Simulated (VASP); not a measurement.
Crystal: Zr.

```
CELL_PARAMETERS angstrom
-1.77276 1.77276 1.77276
1.77276 -1.77276 1.77276
1.77276 1.77276 -1.77276
ATOMIC_POSITIONS crystal
Zr 0.00000 0.00000 0.00000
```

- Program: VASP 6.6.1
- Task: relaxation of cell and atoms
- Functional: PBE
- Potentials or basis: VASP PAW PBE potentials, release 64 (Zr_sv)
- Cutoff: 600 eV
- k mesh: 13 × 13 × 13
- Occupations: fermi-dirac, width 0.05 eV
- Spin: no spin polarisation

At the start: pressure 2.2 GPa; volume 22.28 Å³/atom.

Question: Where does the relaxation end?

Answer: Over 3 steps the energy falls by 3.5 meV/atom and the volume is 22.82 Å³/atom (+2.4 %); space group Im-3m (No. 229, to 0.05 Å).

The path:
| step | energy change (eV) | largest force (eV/Å) | pressure (GPa) | volume (Å³) |
| --- | --- | --- | --- | --- |
| 1 | 0.0000 | 0.0000 | 2.18 | 22.28 |
| 2 | -0.0010 | 0.0000 | -1.70 | 23.28 |
| 3 | -0.0035 | 0.0000 | 0.00 | 22.82 |

Final structure:
```
CELL_PARAMETERS angstrom
-1.78673 1.78673 1.78673
1.78673 -1.78673 1.78673
1.78673 1.78673 -1.78673
ATOMIC_POSITIONS crystal
Zr 0.00000 0.00000 0.00000
```
